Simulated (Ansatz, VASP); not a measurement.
## SiC: VASP beside Ansatz

The input INCAR:

```
SYSTEM = SiC
PREC = Accurate
ENCUT = 520
EDIFF = 1E-7
ISMEAR = 0
SIGMA = 0.05
LREAL = .FALSE.
LASPH = .TRUE.
NELM = 80
ALGO = Normal
ISIF = 2
LWAVE = .FALSE.
LCHARG = .FALSE.
GGA = PE
NBANDS = 36
```

The input KPOINTS:

```
regular mesh
0
G
  12 12 2
  0 0 0
```

Contents of POSCAR:

```
SiC
1.0
    3.0432521380      0.0000000000      0.0000000000
   -1.5216260690      2.6355336616      0.0000000000
    0.0000000000      0.0000000000     14.9327054840
Si C
6 6
Direct
    0.0000000000      0.0000000000      0.1250418274
    0.0000000000      0.0000000000      0.6250380904
    0.3333333333      0.6666666667      0.2918884748
    0.6666666667      0.3333333333      0.7917461130
    0.3333333333      0.6666666667      0.9583719294
    0.6666666667      0.3333333333      0.4582472204
    0.0000000000      0.0000000000      0.9967647584
    0.0000000000      0.0000000000      0.5026121274
    0.3333333333      0.6666666667      0.1695576612
    0.6666666667      0.3333333333      0.6641014118
    0.3333333333      0.6666666667      0.8361327995
    0.6666666667      0.3333333333      0.3304975861
```

Input for Ansatz:

```yaml
crystal:
  lattice:
    - [3.043252138, 0.0, 0.0]
    - [-1.521626069, 2.6355336616, 0.0]
    - [0.0, 0.0, 14.932705484]
  atoms:
    - { symbol: Si, position: [0.0, 0.0, 0.1250418274] }
    - { symbol: Si, position: [0.0, 0.0, 0.6250380904] }
    - { symbol: Si, position: [0.3333333333, 0.6666666667, 0.2918884748] }
    - { symbol: Si, position: [0.6666666667, 0.3333333333, 0.791746113] }
    - { symbol: Si, position: [0.3333333333, 0.6666666667, 0.9583719294] }
    - { symbol: Si, position: [0.6666666667, 0.3333333333, 0.4582472204] }
    - { symbol: C, position: [0.0, 0.0, 0.9967647584] }
    - { symbol: C, position: [0.0, 0.0, 0.5026121274] }
    - { symbol: C, position: [0.3333333333, 0.6666666667, 0.1695576612] }
    - { symbol: C, position: [0.6666666667, 0.3333333333, 0.6641014118] }
    - { symbol: C, position: [0.3333333333, 0.6666666667, 0.8361327995] }
    - { symbol: C, position: [0.6666666667, 0.3333333333, 0.3304975861] }
basis:
  ecutwfc: 520.0
kpoints:
  mp_grid: { grid: [12, 12, 2] }
hamiltonian:
  xc: pbe
  pseudopotentials: { kind: paw, azcp: { folder: soft_1 } }
scf:
  occupations: { method: gaussian, width: 0.05 }
output:
  forces: true
  stress: true
  eigenvalues: true
```

Change from the starting cell: mode 32 frozen in at -0.044 Å, equal normal strain along x, y and z -0.0167.

Alike in both runs: task single point; functional PBE; k mesh 12 × 12 × 2; occupations gaussian, width 0.05 eV; no spin polarisation.

|  | VASP | Ansatz |
| --- | --- | --- |
| version | VASP 6.6.1 | Ansatz 0.2.0 |
| potentials or method | VASP PAW PBE potentials, release 64 (Si, C), cutoff 520 eV | scalar-relativistic, plane waves, PAW |
| valence electrons in the cell | 48 | 48 |

```tsv
	VASP	Ansatz	Ansatz less VASP
gap on the k mesh at the Fermi level (eV)	1.99	1.99	+0.003
least direct gap on the mesh (eV)	3.10	3.10	+0.006
pressure (GPa)	12.2	12.3	+0.09
traceless stress, the component that is largest in VASP (GPa)	0.30	0.30	-0.003
rms of the force components (eV/Å)	0.567	0.568	+0.0008
```

Atom by atom the forces differ by 0.002 eV/Å (rms over components). With one functional, cell and mesh, what is left measures potentials, basis and numerics.
